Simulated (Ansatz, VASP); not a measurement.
# Sn: VASP beside Ansatz

```
Sn
1.0
    -1.72654    1.77555    2.33834
     1.72654   -1.77555    2.33834
     1.72654    1.77555   -2.33834
Sn
1
Direct
  0.00000 0.00000 0.00000
```

Alike in both runs: task relaxation of cell and atoms; functional RPBE; k mesh 11 × 11 × 11; occupations fermi-dirac, width 0.05 eV; no spin polarisation.

```csv
,VASP,Ansatz
version,VASP 6.6.1,Ansatz 0.2.0
potentials or method,"VASP PAW PBE potentials, release 64 (Sn_d)",Ansatz PAW
plane-wave cutoff (eV),600,420
valence electrons in the cell,14,14
```

```tsv
	VASP	Ansatz	Ansatz less VASP
gap on the k mesh at the Fermi level, each at its own relaxed structure (eV)	none	none	-
relaxed volume (Å³/atom)	28.87	28.89	+0.021
relaxed length of the cell vector where the two differ most in proportion (Å)	3.425	3.426	+0.0010
```

VASP's potentials were made for PBE, not for RPBE. A gap of «none» marks a metal or a gap that the smearing closes.

Noted on Ansatz's run: the plane-wave basis is chosen anew once the cell has moved, so the energies of steps on either side of that aren't comparable.
